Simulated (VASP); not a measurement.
# MoS2 (C2/m) in VASP: further runs

Runs on MoS2. Level: PBE+D3(BJ). Tasks: single point.

All numbers are computed with VASP 6.6.1; they aren't measurements. Logs are shortened: lines on timing, memory, paths and dates and some standing lists are left out, and cuts for length are marked.

## Step 1: The cell of the first run

The structure is monoclinic, space group C2/m (No. 12). The conventional cell has a = 5.455 Å, b = 3.149 Å, c = 12.092 Å, α = 90.00°, β = 90.00°, γ = 90.00°. Within 3.0 Å of Mo (site symmetry m) lie 6 S at 2.31 to 2.42 Å. Within 3.2 Å of S (site symmetry m) lie 3 Mo at 2.33 to 2.42 Å and 7 S at 3.02 to 3.15 Å. Within 3.2 Å of S (site symmetry m) lie 3 Mo at 2.31 to 2.39 Å and 7 S at 3.02 to 3.15 Å.

## Step 2: Single point, PBE+D3(BJ) (atoms displaced along several vibrational modes)

Input file INCAR:

```
SYSTEM = MoS2
PREC = Accurate
ENCUT = 520
EDIFF = 1E-6
ISMEAR = 0
SIGMA = 0.05
LREAL = .FALSE.
LASPH = .TRUE.
NELM = 80
ALGO = Normal
ISIF = 2
LWAVE = .FALSE.
LCHARG = .FALSE.
GGA = PE
IVDW = 12
NBANDS = 35
```

Input file KPOINTS:

```
Automatic mesh
0
G
  12 12 4
  0 0 0
```

Input file POSCAR:

```
MoS2
1.0
    3.1493579417      0.0000000000      0.0000000000
   -1.5746789709      2.7274239831      0.0000000000
    0.0000000000      0.0000000000     12.0917670417
Mo S
2 4
Direct
    0.3333333333      0.6666666667      0.2500000000
    0.6666666667      0.3333333333      0.7500000000
    0.3200057392      0.6400114783      0.6254588542
    0.6533390725      0.3066781450      0.1254588542
    0.3466609275      0.6933218550      0.8745411458
    0.6799942608      0.3599885217      0.3745411458
```

Potentials or basis: VASP PAW PBE potentials, release 64 (Mo_sv, S).

The run is started by

```bash
$ cat potpaw_PBE.64/Mo_sv/POTCAR potpaw_PBE.64/S/POTCAR > POTCAR
$ mpirun -np 1 vasp_std > vasp.out
```

OUTCAR:

```text
SYSTEM = MoS2
   PREC = Accurate
   ENCUT = 520
   EDIFF = 1E-6
   ISMEAR = 0
   LREAL = .FALSE.
   LASPH = .TRUE.
   NELM = 80
   ISIF = 2
   GGA = PE
   IVDW = 12
 IVDW          = 12

 ion  position               nearest neighbor table
   1  0.333  0.667  0.250-   4 2.31   6 2.33   6 2.33   4 2.39   4 2.39   6 2.42
   2  0.667  0.333  0.750-   5 2.31   3 2.33   3 2.33   5 2.39   5 2.39   3 2.42
   3  0.320  0.640  0.625-   2 2.33   2 2.33   2 2.42
   4  0.653  0.307  0.125-   1 2.31   1 2.39   1 2.39
   5  0.347  0.693  0.875-   2 2.31   2 2.39   2 2.39
   6  0.680  0.360  0.375-   1 2.33   1 2.33   1 2.42

  LATTYP: Found a hexagonal cell.
 ALAT       =     3.1493579417
 C/A-ratio  =     3.8394387890

  Lattice vectors:

 A1 = (   3.1493579417,   0.0000000000,   0.0000000000)
 A2 = (  -1.5746789709,   2.7274239831,   0.0000000000)
 A3 = (   0.0000000000,   0.0000000000,  12.0917670417)

Analysis of symmetry for initial positions (statically):
=====================================================================
 Subroutine PRICEL returns:
 Original cell was already a primitive cell.

 Routine SETGRP: Setting up the symmetry group for a
 hexagonal supercell.

 Subroutine GETGRP returns: Found  4 space group operations
 (whereof  4 operations were pure point group operations)
 out of a pool of 24 trial point group operations.

The static configuration has the point symmetry C_2h.

Analysis of symmetry for dynamics (positions and initial velocities):
=====================================================================
 Subroutine PRICEL returns:
 Original cell was already a primitive cell.

 Routine SETGRP: Setting up the symmetry group for a
 hexagonal supercell.

 Subroutine GETGRP returns: Found  4 space group operations
 (whereof  4 operations were pure point group operations)
 out of a pool of 24 trial point group operations.

The dynamic configuration has the point symmetry C_2h.

 Subroutine INISYM returns: Found  4 space group operations
 (whereof  4 operations are pure point group operations),
 and found     1 'primitive' translations

----------------------------------------------------------------------------------------

                                     Primitive cell

  volume of cell :     103.8639

  direct lattice vectors                    reciprocal lattice vectors
     3.149357942  0.000000000  0.000000000     0.317525038  0.183323166  0.000000000
    -1.574678971  2.727423983  0.000000000     0.000000000  0.366646332  0.000000000
     0.000000000  0.000000000 12.091767042     0.000000000  0.000000000  0.082700899

  length of vectors
     3.149357942  3.149357942 12.091767042     0.366646332  0.366646332  0.082700899

  position of ions in fractional coordinates (direct lattice)
     0.333333333  0.666666667  0.250000000
     0.666666667  0.333333333  0.750000000
     0.320005739  0.640011478  0.625458854
     0.653339073  0.306678145  0.125458854
     0.346660927  0.693321855  0.874541146
     0.679994261  0.359988522  0.374541146

  ion indices of the primitive-cell ions
   primitive index   ion index
                 1           1
                 2           2
                 3           3
                 4           4
                 5           5
                 6           6

----------------------------------------------------------------------------------------

 KPOINTS: Automatic mesh

Automatic generation of k-mesh.
 Grid dimensions read from file:
 generate k-points for:   12   12    4

 Generating k-lattice:

  Cartesian coordinates                     Fractional coordinates (reciprocal lattice)
     0.026460420  0.015276931  0.000000000     0.083333333  0.000000000  0.000000000
     0.000000000  0.030553861  0.000000000     0.000000000  0.083333333  0.000000000
     0.000000000  0.000000000  0.020675225     0.000000000  0.000000000  0.250000000

  Length of vectors
     0.030553861  0.030553861  0.020675225

  Shift w.r.t. Gamma in fractional coordinates (k-lattice)
     0.000000000  0.000000000  0.000000000

 Subroutine IBZKPT returns following result:
 ===========================================

 Found    164 irreducible k-points:

 Following reciprocal coordinates:
            Coordinates               Weight
  0.000000  0.000000  0.000000      1.000000
  0.083333 -0.000000  0.000000      4.000000
  0.000000  0.083333  0.000000      2.000000
  0.166667 -0.000000  0.000000      4.000000
  0.000000  0.166667  0.000000      2.000000
  0.250000  0.000000  0.000000      4.000000
[... 16 lines left out ...]
 -0.083333  0.416667  0.000000      4.000000
 -0.416667  0.333333  0.000000      4.000000
 [... further k-points ...]
   k-points           NKPTS =    164   k-points in BZ     NKDIM =    164   number of bands    NBANDS=     35
   number of dos      NEDOS =    301   number of ions     NIONS =      6
   total plane-waves  NPLWV =  51840
   dimension x,y,z NGX =    24 NGY =   24 NGZ =   90
[... 50 lines left out ...]
   NGX = 11   NGY = 11   NGZ = 45

 number of electron      52.0000005 magnetization

 Free energy of the ion-electron system (eV)
  ---------------------------------------------------
  ext. energy  EPLUGINS =         0.00000000
  ---------------------------------------------------
  free energy    TOTEN  =       -43.28515167 eV

  energy without entropy =      -43.28515167  energy(sigma->0) =      -43.28515167

 E-fermi :   8.3119     XC(G=0): -10.9363

 val. band max:        8.1080462160   @ k =   0.0000   0.0000   0.0000
 cond. band min:       8.8145047024   @ k =   0.3333   0.3333   0.5000
 fundamental gap:      0.7064584863
 Fermi energy:         8.3118639755

 k-point     1 :       0.0000    0.0000    0.0000
  band No.  band energies     occupation
      1     -53.5847      2.00000
      2     -53.5847      2.00000
      3     -27.7730      2.00000
      4     -27.7729      2.00000
      5     -27.5415      2.00000
      6     -27.5415      2.00000
[... 27 lines left out ...]
     34      10.6206      0.00000
     35      13.5190      0.00000

 k-point     2 :       0.0833   -0.0000    0.0000
  band No.  band energies     occupation
      1     -53.5817      2.00000
      2     -53.5817      2.00000
      3     -27.7671      2.00000
      4     -27.7670      2.00000
      5     -27.5707      2.00000
      6     -27.5707      2.00000
[... 27 lines left out ...]
     34      10.5295      0.00000
     35      14.0138      0.00000

 k-point     3 :       0.0000    0.0833    0.0000
  band No.  band energies     occupation
      1     -53.5817      2.00000
      2     -53.5817      2.00000
      3     -27.7672      2.00000
      4     -27.7671      2.00000
      5     -27.5712      2.00000
      6     -27.5712      2.00000
[... 27 lines left out ...]
     34      10.5634      0.00000
     35      13.9938      0.00000

 k-point     4 :       0.1667   -0.0000    0.0000
  band No.  band energies     occupation
      1     -53.5736      2.00000
      2     -53.5736      2.00000
      3     -27.7511      2.00000
      4     -27.7510      2.00000
      5     -27.6514      2.00000
      6     -27.6514      2.00000
[... 27 lines left out ...]
     34      10.8062      0.00000
     35      15.0921      0.00000

 k-point     5 :       0.0000    0.1667    0.0000
  band No.  band energies     occupation
      1     -53.5736      2.00000
      2     -53.5736      2.00000
      3     -27.7518      2.00000
      4     -27.7517      2.00000
      5     -27.6510      2.00000
      6     -27.6510      2.00000
[... 638 lines left out ...]
 k-point    22 :       0.3333    0.0833    0.0000
  band No.  band energies     occupation
      1     -53.5457      2.00000
      2     -53.5457      2.00000
      3     -27.9075      2.00000
      4     -27.9075      2.00000
      5     -27.6955      2.00000
      6     -27.6954      2.00000
[... 27 lines left out ...]
     34      12.1369      0.00000
     35      14.3496      0.00000

 k-point    23 :      -0.0833    0.4167    0.0000
  band No.  band energies     occupation
      1     -53.5457      2.00000
      2     -53.5457      2.00000
      3     -27.9089      2.00000
      4     -27.9089      2.00000
      5     -27.6929      2.00000
      6     -27.6928      2.00000
[... 27 lines left out ...]
     34      12.1440      0.00000
     35      14.3584      0.00000

 k-point    24 :      -0.4167    0.3333    0.0000
  band No.  band energies     occupation
      1     -53.5457      2.00000
      2     -53.5457      2.00000
      3     -27.9072      2.00000
      4     -27.9072      2.00000
      5     -27.6962      2.00000
      6     -27.6961      2.00000
[... 27 lines left out ...]
     34      12.1203      0.00000
     35      14.3563      0.00000

 [... further k-points ...]

------------------------ aborting loop because EDIFF is reached ----------------------------------------

 Edisp (eV)   -2.62350

 E8    (eV) :    -1.0579

  FORCE on cell =-STRESS in cart. coord.  units (eV):
  Direction    XX          YY          ZZ          XY          YZ          ZX
  --------------------------------------------------------------------------------------
  -------------------------------------------------------------------------------------
  Total       2.74799     2.72912     7.34350    -0.00000    -4.61359     0.00000
  in kB      42.38981    42.09867   113.27891    -0.00000   -71.16811     0.00000
  external pressure =       65.92 kB  Pullay stress =        0.00 kB

 VOLUME and BASIS-vectors are now :
 -----------------------------------------------------------------------------
  energy-cutoff  :      520.00
  volume of cell :      103.86
      direct lattice vectors                 reciprocal lattice vectors
     3.149357942  0.000000000  0.000000000     0.317525038  0.183323166  0.000000000
    -1.574678971  2.727423983  0.000000000     0.000000000  0.366646332  0.000000000
     0.000000000  0.000000000 12.091767042     0.000000000  0.000000000  0.082700899

 POSITION                                       TOTAL-FORCE (eV/Angst)
 -----------------------------------------------------------------------------------
     -0.00000      1.81828      3.02294         0.000000     -0.096661      0.008338
      1.57468      0.90914      9.06883        -0.000000      0.096661     -0.008338
      0.00000      1.74558      7.56290        -0.000000      0.747029     -1.326499
      1.57468      0.83644      1.51702        -0.000000      0.846806     -1.334456
     -0.00000      1.89098     10.57475         0.000000     -0.846806      1.334456
      1.57468      0.98184      4.52886         0.000000     -0.747029      1.326499
 -----------------------------------------------------------------------------------
    total drift:                               -0.000000      0.000000     -0.000000

  FREE ENERGIE OF THE ION-ELECTRON SYSTEM (eV)
  ---------------------------------------------------
  free  energy   TOTEN  =       -45.9086485260 eV

  energy  without entropy=      -45.9086485260  energy(sigma->0) =      -45.90864853
```

Wall time 12 min (1 thread of Intel Xeon 8259CL, shared host); peak memory 0.56 GiB.

Results:

```yaml
Free_energy: -45.9086 eV
Pressure: 6.6 GPa
Largest_force: 1.580 eV/Å
Band_gap_on_the_k_mesh: 0.71 eV (least direct gap 1.60 eV)
Dispersion_energy_per_atom: -0.437 eV
```

Forces in eV/Å, atoms in the order of the input:
```
Mo   0.000 -0.097  0.008
Mo   0.000  0.097 -0.008
S    0.000  0.747 -1.326
S    0.000  0.847 -1.334
S    0.000 -0.847  1.334
S    0.000 -0.747  1.326
```

Stress tensor (GPa, compression positive):
```
 4.24  0.00  0.00
 0.00  4.21 -7.12
 0.00 -7.12 11.33
```

Caveat: the cell differs from its parent crystal (atoms displaced along several vibrational modes); the stress differs along the axes, from 4 to 11 GPa; semilocal functionals underestimate gaps, and a narrow one can read as zero; forces of over 1 eV/Å act on the atoms, so gaps and moduli don't describe the material at rest. A k mesh can miss the band edges.

## Step 3: Single point, PBE+D3(BJ) (atoms displaced along several vibrational modes)

INCAR is that of step 2.

KPOINTS is that of step 2.

Input file POSCAR:

```
MoS2
1.0
    3.1493579417      0.0000000000      0.0000000000
   -1.5746789709      2.7274239831      0.0000000000
    0.0000000000      0.0000000000     12.0917670417
Mo S
2 4
Direct
    0.3333333333      0.6666666667      0.2500000000
    0.6666666667      0.3333333333      0.7500000000
    0.3133511082      0.6267022164      0.6188427823
    0.6466844416      0.2933688831      0.1188427823
    0.3533155584      0.7066311169      0.8811572177
    0.6866488918      0.3732977836      0.3811572177
```

Potentials or basis: VASP PAW PBE potentials, release 64 (Mo_sv, S).

The run is started by

```bash
$ cat potpaw_PBE.64/Mo_sv/POTCAR potpaw_PBE.64/S/POTCAR > POTCAR
$ mpirun -np 1 vasp_std > vasp.out
```

Wall time 8.7 min (1 thread of Intel Xeon Platinum 8488C (Sapphire Rapids), shared host); peak memory 0.56 GiB.

Results (log left out):

```
Free energy                : -45.9387 eV
Pressure                   : -1.4 GPa
Largest force              : 1.101 eV/Å
Band gap on the k mesh     : 0.75 eV (least direct gap 1.69 eV)
Dispersion energy per atom : -0.438 eV
```

Forces on the atoms (eV/Å):
```
Mo   0.000 -0.161  0.021
Mo   0.000  0.161 -0.021
S    0.000  0.899  0.281
S    0.000  1.069  0.262
S    0.000 -1.069 -0.262
S    0.000 -0.899 -0.281
```

Stress tensor (GPa, compression positive):
```
-0.90  0.00  0.00
 0.00 -0.93 -9.00
 0.00 -9.00 -2.24
```

Levels at points of the mesh, in eV from the valence-band top:
```csv
k point,band 24,band 25,band 26,band 27,band 28,band 29
"(0.00, 0.00, 0.00)",-1.25,-1.04,0.00,1.95,1.97,1.98
"(0.50, 0.00, 0.00)",-1.41,-1.39,-1.29,1.66,1.70,1.97
"(0.00, 0.50, 0.00)",-1.41,-1.34,-1.29,1.65,1.70,1.97
"(0.00, 0.00, 0.50)",-2.04,-0.25,-0.25,1.95,1.97,1.97
"(0.50, 0.00, 0.50)",-1.56,-1.33,-1.32,1.67,1.68,2.15
"(0.00, 0.50, 0.50)",-1.54,-1.34,-1.29,1.67,1.67,2.15
```

Caveat: the cell differs from its parent crystal (atoms displaced along several vibrational modes); semilocal functionals underestimate gaps, and a narrow one can read as zero; forces of over 1 eV/Å act on the atoms, so gaps and moduli don't describe the material at rest. A k mesh can miss the band edges.

## Step 4: Single point, PBE+D3(BJ) (atoms displaced along several vibrational modes)

Input file INCAR:

```
PREC     = Accurate       # precision mode
ENCUT    = 520            # plane-wave cutoff, eV
EDIFF    = 1E-6           # SCF threshold, eV
ISMEAR   = 0              # smearing method
SIGMA    = 0.05           # smearing width, eV
LREAL    = False          # projectors in reciprocal space
LASPH    = True           # aspherical terms in the spheres
NELM     = 80             # most SCF steps
ALGO     = Normal         # electronic algorithm
ISIF     = 2              # what is computed and relaxed
LWAVE    = False          # write WAVECAR
LCHARG   = True           # write CHGCAR
GGA      = PE             # functional
IVDW     = 12             # dispersion correction
LELF     = True           # ELF
LVHAR    = True         
NBANDS   = 35             # bands
```

Input file KPOINTS:

```
Automatic mesh
0
Gamma
  12 12 4
```

Input file POSCAR:

```
MoS2
1.0
    3.1493579417      0.0000000000      0.0000000000
   -1.5746789709      2.7274239831      0.0000000000
    0.0000000000      0.0000000000     12.0917670417
Mo S
2 4
Direct
    0.3333333333      0.6666666667      0.2500000000
    0.6666666667      0.3333333333      0.7500000000
    0.3200057392      0.6400114783      0.6238048362
    0.6533390725      0.3066781450      0.1238048362
    0.3466609275      0.6933218550      0.8761951638
    0.6799942608      0.3599885217      0.3761951638
```

The run is started by

```bash
$ cat potpaw_PBE.64/Mo_sv/POTCAR potpaw_PBE.64/S/POTCAR > POTCAR
$ mpirun -np 1 vasp_std > vasp.out
```

It took 3.6 min on 1 thread of Intel Xeon 6975P-C (Granite Rapids), shared host; peak memory 0.56 GiB.

It converged, with:

| Quantity | Value |
| --- | --- |
| Free energy | -45.9969 eV |
| Pressure | 4.4 GPa |
| Largest force | 1.198 eV/Å |
| Band gap on the k mesh | 0.82 eV (least direct gap 1.63 eV) |
| Dispersion energy per atom | -0.437 eV |

Forces in eV/Å, atoms in the order of the input:
```
Mo   0.000 -0.090  0.008
Mo   0.000  0.090 -0.008
S    0.000  0.713 -0.878
S    0.000  0.806 -0.885
S    0.000 -0.806  0.885
S    0.000 -0.713  0.878
```

Stress tensor (GPa, compression positive):
```
 2.76  0.00  0.00
 0.00  2.73 -6.84
 0.00 -6.84  7.58
```

Levels at points of the mesh, in eV from the valence-band top:
| k point | band 22 | band 23 | band 24 | band 25 | band 26 | band 27 | band 28 | band 29 | band 30 | band 31 |
| --- | --- | --- | --- | --- | --- | --- | --- | --- | --- | --- |
| (0.00, 0.00, 0.00) | -2.46 | -2.45 | -1.23 | -1.21 | 0.00 | 1.93 | 1.95 | 1.95 | 1.96 | 2.30 |
| (0.50, 0.00, 0.00) | -2.61 | -1.98 | -1.77 | -1.58 | -1.44 | 1.46 | 1.50 | 1.91 | 2.17 | 2.85 |
| (0.00, 0.50, 0.00) | -2.62 | -1.98 | -1.77 | -1.54 | -1.43 | 1.45 | 1.50 | 1.91 | 2.17 | 2.85 |
| (0.00, 0.00, 0.50) | -2.48 | -2.47 | -2.44 | -0.28 | -0.28 | 1.93 | 1.94 | 1.94 | 1.96 | 2.36 |
| (0.50, 0.00, 0.50) | -2.69 | -1.88 | -1.87 | -1.50 | -1.49 | 1.48 | 1.48 | 2.05 | 2.06 | 3.20 |
| (0.00, 0.50, 0.50) | -2.63 | -1.89 | -1.87 | -1.48 | -1.48 | 1.47 | 1.48 | 2.05 | 2.07 | 3.19 |

Caveat: the cell differs from its parent crystal (atoms displaced along several vibrational modes); the cell stands under pressure; forces of over 1 eV/Å act on the atoms, so gaps and moduli don't describe the material at rest. A k mesh can miss the band edges.

## Step 5: Overview

| cell | gap on the mesh (eV) | pressure (GPa) | largest force (eV/Å) |
| --- | --- | --- | --- |
| as given, atomic positions A | 0.71 | 6.6 | 1.58 |
| as given, atomic positions B | 0.75 | -1.4 | 1.10 |
| as given, atomic positions C | 0.82 | 4.4 | 1.20 |

Alike in all rows: task single point; level PBE+D3(BJ); potentials or basis VASP PAW PBE potentials, release 64 (Mo_sv, S); no spin polarisation; k mesh 12 × 12 × 4; cutoff (eV) 520; smearing gaussian 0.05 eV.

Caveats: forces of over 1 eV/Å act on the atoms, so gaps and moduli don't describe the material at rest; semilocal functionals underestimate gaps, and a narrow one can read as zero (at least some runs); the stress differs along the axes, from 4 to 11 GPa (at least some runs); the cell stands under pressure (at least some runs).

Total energies depend on the potentials used, so only differences within one code and one set of settings carry meaning.
